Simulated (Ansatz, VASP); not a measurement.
Two plane-wave programs on Re

```
CELL_PARAMETERS angstrom
0.00000 1.97500 1.97500
1.97500 0.00000 1.97500
1.97500 1.97500 0.00000
ATOMIC_POSITIONS crystal
Re 0.00000 0.00000 0.00000
```

Alike in both runs: task single point; functional PBE; k mesh 18 × 18 × 18; occupations gaussian, width 0.05 eV; no spin polarisation.

```csv
,VASP,Ansatz
version,VASP 6.6.1,Ansatz 0.2.0
potentials or method,"VASP PAW PBE potentials, release 64 (Re), cutoff 520 eV","scalar-relativistic, plane waves, PAW"
valence electrons in the cell,7,15
```

|  | VASP | Ansatz | Ansatz less VASP |
| --- | --- | --- | --- |
| pressure (GPa) | -9.8 | -9.0 | +0.72 |

The functional is the same, so the differences come from potentials, cutoffs and numerics. VASP's potentials hold 7 valence electrons a cell and Ansatz's 15, so a difference there can come from the potentials and not from the codes.

Spin-orbit coupling is off throughout.
